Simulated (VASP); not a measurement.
# Ta (I4_1/amd) in VASP: further runs

The runs below take Ta through relaxation of shape and atoms at fixed volume, single point, with PBE.

Program: VASP 6.6.1. These are calculated values, not measurements. Logs are shortened: lines on timing, memory, paths and dates and some standing lists are left out, and cuts for length are marked.

## (1) The cell of the first run

The structure is tetragonal, space group I4_1/amd (No. 141). Conventional cell: a = 4.826 Å, b = 4.826 Å, c = 2.569 Å, α = 90.00°, β = 90.00°, γ = 90.00°. Ta (site symmetry -4m2) has 10 Ta at 2.50 to 3.09 Å within 3.3 Å.

## (2) Relaxation of shape and atoms at fixed volume, PBE

INCAR

```
SYSTEM = Ta
ALGO     = Normal         ! electronic algorithm
EDIFF    = 1E-6           ! SCF threshold, eV
EDIFFG   = -0.005         ! ionic threshold
ENCUT    = 600            ! plane-wave cutoff, eV
GGA      = PE             ! functional
IBRION   = 2              ! ionic algorithm
ISIF     = 4              ! what is computed and relaxed
ISMEAR   = -1             ! smearing method
LASPH    = .TRUE.         ! aspherical terms in the spheres
LCHARG   = .FALSE.        ! write CHGCAR
LREAL    = .FALSE.        ! projectors in reciprocal space
LWAVE    = .FALSE.        ! write WAVECAR
NELM     = 100            ! most SCF steps
NSW      = 50             ! ionic steps
PREC     = Accurate       ! precision mode
SIGMA    = 0.1            ! smearing width, eV
```

KPOINTS

```
k-points
0
G
  17 17 17
  0 0 0
```

POSCAR

```
Ta
1.0
   -2.4131488146      2.4131488146      1.2844961083
    2.4131488146     -2.4131488146      1.2844961083
    2.4131488146      2.4131488146     -1.2844961083
Ta
2
Direct
   -0.3750000000     -0.1250000000     -0.2500000000
    0.3750000000      0.1250000000      0.2500000000
```

Potentials or basis: VASP PAW PBE potentials, release 64 (Ta_pv).

On the command line:

```
> cat potpaw_PBE.64/Ta_pv/POTCAR > POTCAR
> mpirun -np 1 vasp_std > vasp.out
```

OUTCAR:

```text
SYSTEM = Ta
   EDIFF = 1E-6
   EDIFFG = -0.005
   ENCUT = 600
   GGA = PE
   IBRION = 2
   ISIF = 4
   ISMEAR = -1
   LASPH = .TRUE.
   LREAL = .FALSE.
   NELM = 100
   NSW = 50
   PREC = Accurate

 ion  position               nearest neighbor table
   1  0.625  0.875  0.750-   2 2.50   2 2.50   2 2.50   2 2.50   2 3.09   2 3.09   2 3.09   2 3.09

   2  0.375  0.125  0.250-   1 2.50   1 2.50   1 2.50   1 2.50   1 3.09   1 3.09   1 3.09   1 3.09

  LATTYP: Found a body centered tetragonal cell.
 ALAT       =     4.8262976292
 C/A-ratio  =     0.5322904665

  Lattice vectors:

 A1 = (  -2.4131488146,   2.4131488146,   1.2844961083)
 A2 = (   2.4131488146,  -2.4131488146,   1.2844961083)
 A3 = (   2.4131488146,   2.4131488146,  -1.2844961083)

Analysis of symmetry for initial positions (statically):
=====================================================================
 Subroutine PRICEL returns:
 Original cell was already a primitive cell.

 Routine SETGRP: Setting up the symmetry group for a
 body centered tetragonal supercell.

 Subroutine GETGRP returns: Found 16 space group operations
 (whereof  4 operations were pure point group operations)
 out of a pool of 16 trial point group operations.

The static configuration has the point symmetry C_2h.
 The point group associated with its full space group is D_4h.

Analysis of symmetry for dynamics (positions and initial velocities):
=====================================================================
 Subroutine PRICEL returns:
 Original cell was already a primitive cell.

 Routine SETGRP: Setting up the symmetry group for a
 body centered tetragonal supercell.

 Subroutine GETGRP returns: Found 16 space group operations
 (whereof  4 operations were pure point group operations)
 out of a pool of 16 trial point group operations.

The dynamic configuration has the point symmetry C_2h.
 The point group associated with its full space group is D_4h.

 Subroutine INISYM returns: Found 16 space group operations
 (whereof  4 operations are pure point group operations),
 and found     1 'primitive' translations

----------------------------------------------------------------------------------------

                                     Primitive cell

  volume of cell :      29.9200

  direct lattice vectors                    reciprocal lattice vectors
[... 107 lines left out ...]
     AMIX_MAG =   1.60;   BMIX_MAG =  1.00
  volume/ion in A,a.u.               =      14.96       100.95
  Fermi-wavevector in a.u.,A,eV,Ry     =   1.477618  2.792292 29.706332  2.183354
  Thomas-Fermi vector in A             =   2.592000
   LORBIT       =      0    0 simple, 1 ext, 2 COOP (PROOUT), +10 PAW based schemes
   GGA     = PE    functional components
   LHFCALC =     F    Hartree Fock is set to
   AEXX    =    0.0000 exact exchange contribution
   IVDW    =     0    specifies the selected vdW correction
   LEPSILON=     F    determine dielectric tensor
   LRPA    =     F    only Hartree local field effects (RPA)
 conjugate gradient relaxation of ions
 non-spin polarized calculation
  energy-cutoff  :      600.00
  volume of cell :       29.92
 maximum number of plane-waves:      1023
 NGX is ok and might be reduce to    30
   NGX = 15   NGY = 15   NGZ = 15

--------------------------------------- Ionic step        1  -------------------------------------------

 number of electron      21.9999998 magnetization

 Free energy of the ion-electron system (eV)
  ---------------------------------------------------
  ext. energy  EPLUGINS =         0.00000000
  ---------------------------------------------------
  free energy    TOTEN  =       -20.37229019 eV

  energy without entropy =      -20.31528656  energy(sigma->0) =      -20.34378838

------------------------ aborting loop because EDIFF is reached ----------------------------------------

  FORCE on cell =-STRESS in cart. coord.  units (eV):
  Direction    XX          YY          ZZ          XY          YZ          ZX
  --------------------------------------------------------------------------------------
  -------------------------------------------------------------------------------------
  Total       13.4667021     13.4667021     14.9367161      0.0000000      0.0000000      0.0000000
  in kB      721.1254824    721.1254824    799.8429383      0.0000000      0.0000000      0.0000000
  external PRESSURE =     747.3646344 kB  Pullay stress =       0.0000000 kB
[... 59 lines left out ...]
--------------------------------------- Ionic step        3  -------------------------------------------

 number of electron      21.9999999 magnetization

 Free energy of the ion-electron system (eV)
  ---------------------------------------------------
  ext. energy  EPLUGINS =         0.00000000
  ---------------------------------------------------
  free energy    TOTEN  =       -20.38114794 eV

  energy without entropy =      -20.32367378  energy(sigma->0) =      -20.35241086

 E-fermi :   7.6547     XC(G=0): -13.5233

 val. band max:        7.6533840836   @ k =  -0.2353   0.4118   0.1176
 cond. band min:       7.6547450887   @ k =  -0.2941  -0.3529   0.2941
 fundamental gap:      0.0013610052
 Fermi energy:         7.6546584360

 k-point     1 :       0.0000    0.0000    0.0000
  band No.  band energies     occupation
      1     -27.4189      2.00000
      2     -27.4189      2.00000
      3     -25.2556      2.00000
      4     -25.2267      2.00000
      5     -25.1712      2.00000
      6     -25.1712      2.00000
      7      -1.3008      2.00000
      8       1.2666      2.00000
      9       4.1515      2.00000
     10       4.5740      2.00000
     11       5.8599      2.00000
     12      11.1431      0.00000
     13      11.1431      0.00000
     14      11.3690      0.00000
[... 401 lines left out ...]
      2     -27.3411      2.00000
      3     -25.4161      2.00000
      4     -25.3044      2.00000
      5     -25.2122      2.00000
      6     -25.1427      2.00000
      7      -0.9544      2.00000
      8       1.4982      2.00000
      9       4.2902      2.00000
     10       4.7479      2.00000
     11       5.9080      2.00000
     12       9.9103      0.00000
     13      10.0905      0.00000
     14      12.3065      0.00000
     15      12.3560      0.00000

 [... further k-points ...]

------------------------ aborting loop because EDIFF is reached ----------------------------------------

  FORCE on cell =-STRESS in cart. coord.  units (eV):
  Direction    XX          YY          ZZ          XY          YZ          ZX
  --------------------------------------------------------------------------------------
  -------------------------------------------------------------------------------------
  Total       13.8971753     13.8971753     13.8855815     -0.0000000      0.0000000      0.0000000
  in kB      744.1767943    744.1767943    743.5559602     -0.0000000      0.0000000      0.0000000
  external PRESSURE =     743.9698496 kB  Pullay stress =       0.0000000 kB
[... 17 lines left out ...]
  FREE ENERGIE OF THE ION-ELECTRON SYSTEM (eV)
  ---------------------------------------------------
  free  energy   TOTEN  =       -20.3811479435 eV

  energy  without entropy=      -20.3236737771  energy(sigma->0) =      -20.35241086

 reached required accuracy - stopping structural energy minimisation
```

Run time: 4.1 min. Hardware: 1 thread of AMD EPYC 9R45 (Zen 5), shared host; peak memory 0.3 GiB.

Results:

```yaml
Free_energy: -20.3811 eV
Energy_gained_by_relaxing: 4.4 meV/atom
Ionic_steps: 3
Pressure_after_relaxing: 74.4 GPa
Band_gap_on_the_k_mesh: zero (bands 11 and 12 overlap by 1.62 eV)
```

Step by step:
| step | energy change (eV) | largest force (eV/Å) | pressure (GPa) | volume (Å³) |
| --- | --- | --- | --- | --- |
| 1 | 0.0000 | 0.0000 | 74.74 | 29.92 |
| 2 | -0.0012 | 0.0000 | 74.22 | 29.92 |
| 3 | -0.0089 | 0.0000 | 74.40 | 29.92 |

Final structure:
```
CELL_PARAMETERS angstrom
-2.39862 2.39862 1.30011
2.39862 -2.39862 1.30011
2.39862 2.39862 -1.30011
ATOMIC_POSITIONS crystal
Ta 0.62500 0.87500 0.75000
Ta 0.37500 0.12500 0.25000
```

Caveat: spin-orbit coupling is left out, which moves the levels of the heavy elements.

## (3) Single point, PBE (11.81 Å³/atom)

This run uses another cell than the first one, of 11.81 Å³/atom.

INCAR

```
ALGO = Normal ; EDIFF = 1E-6
ENCUT = 500 ; GGA = PE
GGA_COMPAT = F ; ISIF = 2
ISMEAR = -1 ; LASPH = T
LCHARG = T ; LELF = T
LREAL = F ; LVHAR = T
LWAVE = F ; NBANDS = 20
NELM = 120 ; PREC = Accurate
SIGMA = 0.1
```

KPOINTS

```
k-points
0
Gamma
  17 17 17
```

POSCAR

```
Ta
1.0
   -2.2103386446      2.2103386446      1.2087069720
    2.2103386446     -2.2103386446      1.2087069720
    2.2103386446      2.2103386446     -1.2087069720
Ta
2
Direct
   -0.3750000000     -0.1250000000     -0.2500000000
    0.3750000000      0.1250000000      0.2500000000
```

Potentials or basis: VASP PAW PBE potentials, release 64 (Ta_sv_GW).

On the command line:

```
> cat potpaw_PBE.64/Ta_sv_GW/POTCAR > POTCAR
> mpirun -np 1 vasp_std > vasp.out
```

OUTCAR:

```text
EDIFF = 1E-6
   ENCUT = 500
   GGA = PE
   ISIF = 2
   ISMEAR = -1
   LASPH = T
   LREAL = F
   NELM = 120
   PREC = Accurate

 ion  position               nearest neighbor table
   1  0.625  0.875  0.750-   2 2.29   2 2.29   2 2.29   2 2.29   2 2.86   2 2.86   2 2.86   2 2.86

   2  0.375  0.125  0.250-   1 2.29   1 2.29   1 2.29   1 2.29   1 2.86   1 2.86   1 2.86   1 2.86

  LATTYP: Found a body centered tetragonal cell.
 ALAT       =     4.4206772892
[... 742 lines left out ...]
 [... further k-points ...]

------------------------ aborting loop because EDIFF is reached ----------------------------------------

  FORCE on cell =-STRESS in cart. coord.  units (eV):
  Direction    XX          YY          ZZ          XY          YZ          ZX
  --------------------------------------------------------------------------------------
  -------------------------------------------------------------------------------------
  Total       31.9496215     31.9496215     31.8490060     -0.0000000      0.0000000      0.0000000
  in kB     2167.0934946   2167.0934946   2160.2688958     -0.0000000      0.0000000      0.0000000
  external PRESSURE =    2164.8186283 kB  Pullay stress =       0.0000000 kB

 VOLUME and BASIS-vectors are now :
 -----------------------------------------------------------------------------
  energy-cutoff  :      500.00
  volume of cell :       23.62
      direct lattice vectors                 reciprocal lattice vectors
    -2.210338645  2.210338645  1.208706972     0.000000000  0.226209681  0.413665191
     2.210338645 -2.210338645  1.208706972     0.226209681  0.000000000  0.413665191
     2.210338645  2.210338645 -1.208706972     0.226209681  0.226209681  0.000000000

 POSITION                                       TOTAL-FORCE (eV/Angst)
 -----------------------------------------------------------------------------------
      2.21034      1.10517      0.90653        -0.000000      0.000000      0.000000
      0.00000      1.10517      0.30218         0.000000     -0.000000     -0.000000
 -----------------------------------------------------------------------------------
    total drift:                               -0.000000      0.000000     -0.000000

  FREE ENERGIE OF THE ION-ELECTRON SYSTEM (eV)
  ---------------------------------------------------
  free  energy   TOTEN  =       -20.1539538379 eV

  energy  without entropy=      -20.1123592468  energy(sigma->0) =      -20.13315654
```

OSZICAR:

```text
N       E                     dE             d eps       ncg     rms          rms(c)
DAV:   1     0.211118333528E+03    0.21112E+03   -0.17216E+04 16344   0.132E+03
DAV:   2    -0.963156403051E+01   -0.22075E+03   -0.21539E+03 20780   0.376E+02
DAV:   3    -0.201679054360E+02   -0.10536E+02   -0.10462E+02 19372   0.744E+01
DAV:   4    -0.205027259714E+02   -0.33482E+00   -0.33478E+00 17956   0.111E+01
DAV:   5    -0.205137378610E+02   -0.11012E-01   -0.11012E-01 19008   0.177E+00    0.173E+02
DAV:   6    -0.202023251554E+02    0.31141E+00   -0.42289E-01 17572   0.515E+00    0.104E+02
DAV:   7    -0.201675399387E+02    0.34785E-01   -0.59753E-01 20416   0.575E+00    0.211E+01
DAV:   8    -0.201525595153E+02    0.14980E-01   -0.49229E-02 17156   0.182E+00    0.706E+00
DAV:   9    -0.201538657437E+02   -0.13062E-02   -0.25760E-03 17792   0.570E-01    0.281E+00
DAV:  10    -0.201539522641E+02   -0.86520E-04   -0.18184E-04 18672   0.148E-01    0.192E+00
DAV:  11    -0.201539544262E+02   -0.21622E-05   -0.22372E-06 14020   0.148E-02    0.186E-01
DAV:  12    -0.201539538379E+02    0.58835E-06   -0.35607E-07  8828   0.655E-03
   1 F= -.20153954E+02 E0= -.20133157E+02  d E =-.415946E-01
```

stdout:

```text
POSCAR found type information on POSCAR Ta
 POSCAR found :  1 types and       2 ions
 scaLAPACK will be used
 LDA part: xc-table for (Slater+PW92), standard interpolation
 POSCAR, INCAR and KPOINTS ok, starting setup
 FFT: planning ... GRIDC
 FFT: planning ... GRID_SOFT
 FFT: planning ... GRID
 WAVECAR not read
 entering main loop
```

Run time: 43 s. Hardware: 1 thread of Intel Xeon 6975P-C (Granite Rapids), shared host; peak memory 0.27 GiB.

Results:

```yaml
Free_energy: -20.1540 eV
Pressure: 216.5 GPa
Band_gap_on_the_k_mesh: zero (bands 13 and 14 overlap by 2.36 eV)
```

Stress tensor (GPa, compression positive):
```
216.71   0.00   0.00
  0.00 216.71   0.00
  0.00   0.00 216.03
```

Caveat: the cell stands under pressure; spin-orbit coupling is left out, which moves the levels of the heavy elements.
